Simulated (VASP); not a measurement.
# Y4I (Cmmm) in VASP: notebook, part 2 of 2

VASP 6.6.1.

## Step 4: Relaxation of cell and atoms, PBE

File INCAR:

```
SYSTEM = Y4I
PREC     = Accurate       ! precision mode
ENCUT    = 600            ! plane-wave cutoff, eV
EDIFF    = 1E-7           ! SCF threshold, eV
ISMEAR   = 0              ! smearing method
SIGMA    = 0.1            ! smearing width, eV
LREAL    = .FALSE.        ! projectors in reciprocal space
LASPH    = .TRUE.         ! aspherical terms in the spheres
NELM     = 100            ! most SCF steps
ALGO     = Normal         ! electronic algorithm
ISIF     = 3              ! what is computed and relaxed
LWAVE    = .FALSE.        ! write WAVECAR
LCHARG   = .FALSE.        ! write CHGCAR
GGA      = PE             ! functional
IBRION   = 2              ! ionic algorithm
NSW      = 90             ! ionic steps
EDIFFG   = -0.04          ! ionic threshold
```

File KPOINTS:

```
regular mesh
0
G
  4 4 6
  0 0 0
```

File POSCAR:

```
Y4I
1.0
    4.0703460500     -4.2741458600      0.0000000000
    4.0703460500      4.2741458600      0.0000000000
    0.0000000000      0.0000000000      3.6550465100
Y I
4 1
Direct
    0.8105999900      0.1894000100      0.5000000000
    0.1894000100      0.8105999900      0.5000000000
    0.2852000000      0.2852000000      0.0000000000
    0.7148000000      0.7148000000      0.0000000000
    0.0000000000      0.0000000000      0.0000000000
```

Potentials or basis: VASP PAW PBE potentials, release 64 (Y_sv, I).

The run is started by

```
cat potpaw_PBE.64/Y_sv/POTCAR potpaw_PBE.64/I/POTCAR > POTCAR
mpirun -np 1 vasp_std > vasp.out
```

OUTCAR:

```text
SYSTEM = Y4I
   PREC = Accurate
   ENCUT = 600
   EDIFF = 1E-7
   ISMEAR = 0
   LREAL = .FALSE.
   LASPH = .TRUE.
   NELM = 100
   ISIF = 3
   GGA = PE
   IBRION = 2
   NSW = 90
   EDIFFG = -0.04

 ion  position               nearest neighbor table
   1  0.811  0.189  0.500-   5 2.44   5 2.44   2 3.24   3 3.37   3 3.37   4 3.37   4 3.37   4 3.67
                             4 3.67   3 3.67   3 3.67   2 4.20   2 4.20
   2  0.189  0.811  0.500-   5 2.44   5 2.44   1 3.24   3 3.37   3 3.37   4 3.37   4 3.37   4 3.67
                             4 3.67   3 3.67   3 3.67   1 4.20   1 4.20
   3  0.285  0.285  0.000-   5 2.32   2 3.37   1 3.37   1 3.37   2 3.37   4 3.50   2 3.67   2 3.67
                             1 3.67   1 3.67   4 4.31   4 4.31
   4  0.715  0.715  0.000-   5 2.32   2 3.37   1 3.37   1 3.37   2 3.37   3 3.50   1 3.67   1 3.67
                             2 3.67   2 3.67   3 4.31   3 4.31
   5  0.000  0.000  0.000-   3 2.32   4 2.32   1 2.44   2 2.44   1 2.44   2 2.44

  LATTYP: Found a base centered orthorhombic cell.
 ALAT       =     8.1406921000
 B/A-ratio  =     1.0500694063
 C/A-ratio  =     0.4489847380

  Lattice vectors:

 A1 = (   4.0703460500,  -4.2741458600,   0.0000000000)
 A2 = (   4.0703460500,   4.2741458600,   0.0000000000)
 A3 = (   0.0000000000,   0.0000000000,   3.6550465100)

Analysis of symmetry for initial positions (statically):
=====================================================================
 Subroutine PRICEL returns:
 Original cell was already a primitive cell.

[... 177 lines left out ...]

 E-fermi :   5.3737     XC(G=0): -10.2639

 val. band max:        5.3429816432   @ k =   0.0000   0.0000   0.5000
 cond. band min:       5.3770088606   @ k =   0.5000   0.5000   0.3333
 fundamental gap:      0.0340272173
 Fermi energy:         5.3737449417

 k-point     1 :       0.0000    0.0000    0.0000
  band No.  band energies     occupation
      1     -36.8676      2.00000
      2     -36.8224      2.00000
      3     -36.5548      2.00000
      4     -36.5206      2.00000
      5     -18.5659      2.00000
      6     -17.6635      2.00000
[... 893 lines left out ...]
  FREE ENERGIE OF THE ION-ELECTRON SYSTEM (eV)
  ---------------------------------------------------
  free  energy   TOTEN  =       -27.0008155373 eV

  energy  without entropy=      -26.9640547399  energy(sigma->0) =      -26.98243514

[... ionic steps 4 to 11 ...]

--------------------------------------- Ionic step       12  -------------------------------------------

 number of electron      51.0000001 magnetization

------------------------ aborting loop because EDIFF is reached ----------------------------------------
[... 73 lines left out ...]
--------------------------------------- Ionic step       14  -------------------------------------------

 number of electron      50.9999999 magnetization

 Free energy of the ion-electron system (eV)
  ---------------------------------------------------
  ext. energy  EPLUGINS =         0.00000000
  ---------------------------------------------------
  free energy    TOTEN  =       -27.90137109 eV

  energy without entropy =      -27.86698041  energy(sigma->0) =      -27.88417575

 E-fermi :   3.5417     XC(G=0):  -9.1401

 val. band max:        3.5175584922   @ k =  -0.2500   0.2500   0.3333
 cond. band min:       3.5487744476   @ k =   0.2500   0.0000   0.3333
 fundamental gap:      0.0312159553
 Fermi energy:         3.5417055656

 k-point     1 :       0.0000    0.0000    0.0000
  band No.  band energies     occupation
      1     -39.4488      2.00000
      2     -39.4427      2.00000
      3     -39.2192      2.00000
      4     -39.2086      2.00000
      5     -19.6252      2.00000
      6     -19.5577      2.00000
[... 815 lines left out ...]
  FREE ENERGIE OF THE ION-ELECTRON SYSTEM (eV)
  ---------------------------------------------------
  free  energy   TOTEN  =       -27.9013710851 eV

  energy  without entropy=      -27.8669804090  energy(sigma->0) =      -27.88417575

 reached required accuracy - stopping structural energy minimisation
```

OSZICAR:

```text
N       E                     dE             d eps       ncg     rms          rms(c)
DAV:   1     0.350778209391E+03    0.35078E+03   -0.27366E+04  1680   0.181E+03
DAV:   2     0.123452709430E+02   -0.33843E+03   -0.33225E+03  2040   0.418E+02
DAV:   3    -0.164698769028E+02   -0.28815E+02   -0.28235E+02  2548   0.766E+01
[... 196 lines left out ...]
DAV:   6    -0.279013594533E+02   -0.86747E-04   -0.20914E-04  2350   0.626E-02    0.198E-02
DAV:   7    -0.279013722126E+02   -0.12759E-04   -0.81334E-05  2786   0.304E-02    0.170E-02
DAV:   8    -0.279013722564E+02   -0.43736E-07   -0.73370E-06  2172   0.112E-02    0.799E-03
DAV:   9    -0.279013710970E+02    0.11594E-05   -0.15038E-06  2150   0.635E-03    0.145E-03
DAV:  10    -0.279013710851E+02    0.11909E-07   -0.41023E-08  1242   0.139E-03
  14 F= -.27901371E+02 E0= -.27884176E+02  d E =-.249952E-01
```

Run time: 16 min. Hardware: 1 thread of Intel Xeon 6975P-C (Granite Rapids), shared host; peak memory 0.36 GiB.

What came out:

```yaml
Free_energy: -27.9014 eV
Relaxed_volume: 34.66 Å³/atom
Relaxed_cell: a = 6.720 Å, b = 6.720 Å, c = 3.838 Å, α = 90.00°, β = 90.00°, γ = 90.56°
Space_group_after_relaxing_to_0.1_Å: Cmmm (No. 65)
Energy_gained_by_relaxing: 2048.1 meV/atom
Ionic_steps: 14
Pressure_after_relaxing: 0.1 GPa
Largest_force_after_relaxing: 0.012 eV/Å
Band_gap_on_the_k_mesh: zero (an odd number of electrons rules out a gap without spin polarisation)
```

Forces in eV/Å, atoms in the order of the input:
```
Y    0.000  0.008  0.000
Y    0.000 -0.008  0.000
Y   -0.012  0.000  0.000
Y    0.012  0.000  0.000
I    0.000  0.000  0.000
```

Stress tensor (GPa, compression positive):
```
-0.12  0.00  0.00
 0.00  0.17  0.00
 0.00  0.00  0.14
```

Step by step:
```
step  energy change (eV)  largest force (eV/Å)  pressure (GPa)  volume (Å³)
   1              0.0000               10.5522           48.84       127.18
   2             -4.7776                0.8851           -6.24       327.88
   3             -9.3402                1.1539           -3.85       198.90
   4             -9.4266                1.2917           -3.07       193.60
   5             -9.4893                1.6804           -0.79       182.18
   6             -9.4929                1.6206           -1.15       183.69
   7             -9.7462                1.2514           -0.64       178.76
   8             -9.9046                0.6174            0.97       170.54
   9            -10.0712                0.3651            0.54       171.82
  10            -10.1306                0.7560            0.46       173.15
  11            -10.2067                0.3208           -0.56       176.66
  12            -10.2157                0.1500           -0.97       178.25
  13            -10.2395                0.0235            0.30       172.24
  14            -10.2407                0.0117            0.06       173.28
```

Final structure:
```
CELL_PARAMETERS angstrom
4.72834 -4.77478 0.00000
4.72834 4.77478 0.00000
0.00000 0.00000 3.83761
ATOMIC_POSITIONS crystal
Y 0.73951 0.26049 0.50000
Y 0.26049 0.73951 0.50000
Y 0.31717 0.31717 0.00000
Y 0.68283 0.68283 0.00000
I 0.00000 0.00000 0.00000
```

Caveat: the volume moved by over 15 % at a fixed basis, so the end points are rough; spin-orbit coupling is left out, which moves the levels of the heavy elements; an odd number of electrons without spin polarisation forces a metal; a magnetic or distorted state may lie lower.

## Step 5: Single point, PBE

This run uses another cell than the first one, of 34.78 Å³/atom.

File INCAR:

```
SYSTEM = Y4I
PREC = Accurate ; ENCUT = 520
EDIFF = 1E-6 ; ISMEAR = 0
SIGMA = 0.1 ; LREAL = .False.
LASPH = .True. ; NELM = 80
ALGO = Normal ; ISIF = 2
LWAVE = .False. ; LCHARG = .True.
GGA = PE ; LELF = .True.
LVHAR = .True. ; NBANDS = 34
```

File KPOINTS:

```
Automatic mesh
0
Gamma
  6 6 10
  0 0 0
```

File POSCAR:

```
Y4I
1.0
    4.7216455684     -4.7868128006      0.0000000000
    4.7216455684      4.7868128006      0.0000000000
    0.0000000000      0.0000000000      3.8474118760
Y I
4 1
Direct
    0.7399584520      0.2600415480      0.5000000000
    0.2600415480      0.7399584520      0.5000000000
    0.3174655490      0.3174655490      0.0000000000
    0.6825344510      0.6825344510      0.0000000000
    0.0000000000      0.0000000000      0.0000000000
```

The run is started by

```
cat potpaw_PBE.64/Y_sv/POTCAR potpaw_PBE.64/I/POTCAR > POTCAR
mpirun -np 1 vasp_std > vasp.out
```

Run time: 4.6 min. Hardware: 1 thread of Intel Xeon 6975P-C (Granite Rapids), shared host; peak memory 0.53 GiB.

Results (log left out):

| Property | Result |
| --- | --- |
| Free energy | -27.9046 eV |
| Pressure | -0.1 GPa |
| Largest force | 0.004 eV/Å |
| Band gap on the k mesh | zero (an odd number of electrons rules out a gap without spin polarisation) |

Forces on the atoms (eV/Å):
```
Y    0.000  0.004  0.000
Y    0.000 -0.004  0.000
Y    0.004  0.000  0.000
Y   -0.004  0.000  0.000
I    0.000  0.000  0.000
```

Levels at points of the mesh, in eV from the Fermi level:
```
           k point  band 23  band 24  band 25  band 26  band 27  band 28
(0.00, 0.00, 0.00)    -1.00    -0.49    -0.42    -0.30     1.46     1.48
(0.50, 0.00, 0.00)    -1.16    -0.55    -0.37    -0.21     1.13     1.19
(0.50, 0.50, 0.00)    -0.95    -0.67    -0.23     0.33     0.68     0.74
(0.00, 0.00, 0.50)    -0.28    -0.26    -0.10     0.04     0.13     0.57
(0.50, 0.00, 0.50)    -0.54    -0.48    -0.37     0.06     0.08     0.57
(0.50, 0.50, 0.50)    -0.64    -0.61    -0.40     0.09     0.24     0.34
```

Caveat: spin-orbit coupling is left out, which moves the levels of the heavy elements; an odd number of electrons without spin polarisation forces a metal; a magnetic or distorted state may lie lower.

## Step 6: Overview

| task | cell | k mesh | cutoff (eV) | gap on the mesh (eV) | pressure (GPa) | largest force (eV/Å) |
| --- | --- | --- | --- | --- | --- | --- |
| single point | a = 5.902, b = 5.902, c = 3.655 Å, angles 90.0, 90.0, 92.8°, 5 atoms, atomic positions A | 4 × 4 × 6 | 520 | none | 48.8 | 10.55 |
| single point | a = 6.715, b = 6.715, c = 3.841 Å, angles 90.0, 90.0, 90.8°, 5 atoms, atomic positions B | 4 × 4 × 6 | 520 | none | 0.1 | 0.03 |
| relaxation of cell and atoms | relaxed from a = 5.902, b = 5.902, c = 3.655 Å, angles 90.0, 90.0, 92.8°, 5 atoms, atomic positions A | 4 × 4 × 6 | 600 | none | 0.1 | 0.01 |
| single point | a = 6.724, b = 6.724, c = 3.847 Å, angles 90.0, 90.0, 90.8°, 5 atoms, atomic positions B | 6 × 6 × 10 | 520 | none | -0.1 | - |

Alike in all rows: level PBE; potentials or basis VASP PAW PBE potentials, release 64 (Y_sv, I); no spin polarisation; smearing gaussian 0.1 eV.

Caveats: spin-orbit coupling is left out, which moves the levels of the heavy elements; an odd number of electrons without spin polarisation forces a metal; a magnetic or distorted state may lie lower; the cell stands under pressure (at least some runs); the volume moved by over 15 % at a fixed basis, so the end points are rough (at least some runs).

Absolute energies hang on the potentials; compare differences alone.
